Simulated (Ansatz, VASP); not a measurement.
**Two plane-wave programs on Te2Mo**

The input INCAR:

```
SYSTEM = Te2Mo
  PREC = Accurate
  ENCUT = 520
  EDIFF = 1E-6
  ISMEAR = -1
  SIGMA = 0.05
  LREAL = .False.
  LASPH = .True.
  NELM = 80
  ALGO = Normal
  ISIF = 2
  LWAVE = .False.
  LCHARG = .True.
  GGA = PE
  LELF = .True.
  LVHAR = .True.
  NBANDS = 35
```

File KPOINTS:

```
regular mesh
0
Gamma
  9 9 2
  0 0 0
```

The input POSCAR:

```
Te2Mo
1.0
    3.5182000000      0.0000000000      0.0000000000
   -1.7591000000      3.0468505756      0.0000000000
    0.0000000000      0.0000000000     13.9736000000
Te Mo
4 2
Direct
    0.6822110000      0.3500440000      0.3794080000
    0.3326170000      0.6686400000      0.8801280000
    0.6757690000      0.3414140000      0.1238430000
    0.3448300000      0.6749580000      0.6230410000
    0.6528290000      0.3186500000      0.7488880000
    0.3194740000      0.6567010000      0.2524740000
```

input.yaml

```yaml
crystal:
  lattice:
    - [3.5182, 0.0, 0.0]
    - [-1.7591, 3.0468505756, 0.0]
    - [0.0, 0.0, 13.9736]
  atoms:
    - { symbol: Te, position: [0.682211, 0.350044, 0.379408] }
    - { symbol: Te, position: [0.332617, 0.66864, 0.880128] }
    - { symbol: Te, position: [0.675769, 0.341414, 0.123843] }
    - { symbol: Te, position: [0.34483, 0.674958, 0.623041] }
    - { symbol: Mo, position: [0.652829, 0.31865, 0.748888] }
    - { symbol: Mo, position: [0.319474, 0.656701, 0.252474] }
hamiltonian:
  xc: pbe
  pseudopotentials: { kind: paw }
kpoints:
  mp_grid: { grid: [9, 9, 2] }
scf:
  occupations: { method: fermi_dirac, width: 0.05 }
output:
  forces: true
  stress: true
  eigenvalues: true
```

Change from the starting cell: atoms moved at random, drawn with an rms of 0.05 Å.

Alike in both runs: task single point; functional PBE; k mesh 9 × 9 × 2; occupations fermi-dirac, width 0.05 eV; no spin polarisation.

```csv
,VASP,Ansatz
version,VASP 6.6.1,Ansatz 0.2.0
potentials or method,"VASP PAW PBE potentials, release 64 (Te, Mo_sv)",Ansatz PAW
plane-wave cutoff (eV),520,420
valence electrons in the cell,52,92
```

Ansatz gave:

- gap on the k mesh at the Fermi level (eV): 0.75
- least direct gap on the mesh (eV): 1.02
- pressure (GPa): 3.9
- traceless stress, the component that is largest in VASP (GPa): 1.13
- rms of the force components (eV/Å): 0.582

What did VASP give for the same quantities?

gap on the k mesh at the Fermi level (eV): 0.74; least direct gap on the mesh (eV): 1.02; pressure (GPa): 3.9; traceless stress, the component that is largest in VASP (GPa): 1.19; rms of the force components (eV/Å): 0.584.

Atom by atom the forces differ by 0.007 eV/Å (rms over components). VASP's potentials hold 52 valence electrons a cell and Ansatz's 92, so a difference there can come from the potentials and not from the codes.

Spin-orbit coupling is off throughout. Noted on Ansatz's run: odd divisions of the mesh miss points on the zone boundary, where band edges often lie, so the gap on the mesh can be too wide.
